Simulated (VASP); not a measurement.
BP:

```
B P
1.0
     0.00000    2.26771    2.26771
     2.26771    0.00000    2.26771
     2.26771    2.26771    0.00000
B P
1 1
Direct
  0.00000 0.00000 0.00000
  0.75000 0.75000 0.75000
```

Base run:

| Quantity | Value |
| --- | --- |
| Program | VASP 6.6.1 |
| Functional | r2SCAN |
| Potentials or basis | VASP PAW PBE potentials, release 64 (B, P) |
| Cutoff | 520 eV |
| k mesh | 8 × 8 × 8 |
| Occupations | gaussian, width 0.05 eV |
| Spin | no spin polarisation |

Its results: band gap on the k mesh 1.47 eV, indirect (least direct gap 3.64 eV); pressure -0.4 GPa.

**Question.** The run is repeated on the same cell with these changes: functional from r2SCAN to PBE. What comes out?

**Answer.** Band gap on the k mesh 1.27 eV, indirect (least direct gap 3.40 eV); pressure 1.2 GPa.

r2SCAN gives the wider gap, since meta-GGAs in the generalised Kohn-Sham scheme recover part of the derivative discontinuity.

Caveats: the PAW data sets were made with another functional, which shifts forces and pressure a little (some runs).

A k mesh can miss the band edges.
